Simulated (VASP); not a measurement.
Write the native input for VASP 6.6.1 that does the following.

* Task: single point
* Functional: PBEsol
* Potentials or basis: VASP PAW PBE potentials, release 64 (Ta_pv, N)
* Cutoff: 600 eV
* k mesh: 6 × 6 × 6
* Occupations: gaussian, width 0.1 eV
* Spin: no spin polarisation
* Dipole correction: no
* Further INCAR settings: ALGO = Normal; EDIFF = 1e-06; NBANDS = 15

The structure of TaN (km) lies in POSCAR:

```
TaN
1.0
    2.9238695488      0.0000000000      0.0000000000
   -1.4619347744      2.5321453066      0.0000000000
    0.0000000000      0.0000000000      2.8704928538
Ta N
1 1
Direct
    0.0000000000      0.0000000000      0.5000000000
    0.6666666667      0.3333333333      0.0000000000
```

The input as run:

INCAR

```
SYSTEM = TaN
PREC     = Accurate       ! precision mode
ENCUT    = 600            ! plane-wave cutoff, eV
EDIFF    = 1E-6           ! SCF threshold, eV
ISMEAR   = 0              ! smearing method
SIGMA    = 0.1            ! smearing width, eV
LREAL    = .FALSE.        ! projectors in reciprocal space
LASPH    = .TRUE.         ! aspherical terms in the spheres
NELM     = 120            ! most SCF steps
ALGO     = Normal         ! electronic algorithm
ISIF     = 2              ! what is computed and relaxed
LWAVE    = .FALSE.        ! write WAVECAR
LCHARG   = .FALSE.        ! write CHGCAR
GGA      = PS             ! functional
NBANDS   = 15             ! bands
GGA_COMPAT= .FALSE.
```

KPOINTS

```
regular mesh
0
G
  6 6 6
  0 0 0
```

Potentials or basis: VASP PAW PBE potentials, release 64 (Ta_pv, N).

The run is started by

```bash
$ cat potpaw_PBE.64/Ta_pv/POTCAR potpaw_PBE.64/N/POTCAR > POTCAR
$ mpirun -np 1 vasp_std > vasp.out
```

It gave:

The pressure is 0.8 GPa and the band gap on the k mesh is zero (band 8 reaches 8.45 eV, above the bottom of band 9 at 8.14 eV).

Caveat: the k points lie up to 0.41 Å⁻¹ apart; the PAW data sets were made with another functional, which shifts forces and pressure a little; spin-orbit coupling is left out, which moves the levels of the heavy elements.

Wall time 5.2 s on 1 thread of Intel(R) Xeon(R) 6975P-C (Granite Rapids), on a shared host, peak memory 0.14 GiB.
